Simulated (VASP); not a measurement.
A run of VASP 6.6.1 is set up as follows.

File INCAR:

```
  PREC = Accurate
  ENCUT = 520
  EDIFF = 1E-7
  ISMEAR = 0
  SIGMA = 0.1
  LREAL = False
  LASPH = True
  NELM = 100
  ALGO = Normal
  ISIF = 2
  LWAVE = False
  LCHARG = False
  GGA = PE
  NBANDS = 32
```

The input KPOINTS:

```
regular mesh
0
Gamma
  6 6 2
```

Contents of POSCAR:

```
GaAs2
1.0
    3.2076536878      0.0000000000      0.0000000000
   -1.6038268439      2.7779095802      0.0000000000
    0.0000000000      0.0000000000     12.4764574849
Ga As
2 4
Direct
    0.3333333333      0.6666666667      0.2500000000
    0.6666666667      0.3333333333      0.7500000000
    0.3333333333      0.6666666667      0.6275000000
    0.6666666667      0.3333333333      0.1275000000
    0.3333333333      0.6666666667      0.8725000000
    0.6666666667      0.3333333333      0.3725000000
```

Potentials or basis: VASP PAW PBE potentials, release 64 (Ga_d, As).

Command:

```sh
$ cat potpaw_PBE.64/Ga_d/POTCAR potpaw_PBE.64/As/POTCAR > POTCAR
$ mpirun -np 1 vasp_std > vasp.out
```

(1) What does it give for the pressure?

(2) What does it give for the band gap on the k mesh?

(3) Predict the largest force.

Answers

(1) 23.2 GPa.

(2) zero (bands 23 and 24 overlap by 6.05 eV).

(3) 2.514 eV/Å.

Caveat: the k points lie up to 0.38 Å⁻¹ apart, too coarse for converged energies and pressures of a metal; this functional lacks dispersion, which binds layers or chains, so the pressure and a relaxed spacing across them are unreliable; forces of over 1 eV/Å act on the atoms, so gaps and moduli don't describe the material at rest.
